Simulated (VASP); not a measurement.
# BN (Qingsongite): single point with PBE

The system is BN (Qingsongite).

```xyz
2
Lattice="0.0000 1.8075 1.8075 1.8075 0.0000 1.8075 1.8075 1.8075 0.0000" Properties=species:S:1:pos:R:3 pbc="T T T"
B     0.0000    0.0000    0.0000
N     0.9038    0.9038    0.9038
```

```json
{"Program": "VASP 6.6.1", "Task": "single point", "Functional": "PBE", "Potentials or basis": "VASP PAW PBE potentials, release 64 (B, N)", "Cutoff": "520 eV", "k mesh": "9 × 9 × 9", "Occupations": "gaussian, width 0.01 eV", "Spin": "no spin polarisation"}
```

* Pressure: 3.3 GPa
* Band gap on the k mesh: 4.61 eV, indirect (least direct gap 8.82 eV)

Levels at points of the mesh, in eV from the valence-band top:
```csv
k point,band 2,band 3,band 4,band 5,band 6,band 7
"(0.00, 0.00, 0.00)",0.00,0.00,0.00,8.82,8.82,8.82
```

It took 10 s on 1 thread of Intel Xeon 8259CL (shared host), peak memory 0.12 GiB.

A k mesh can miss the band edges.
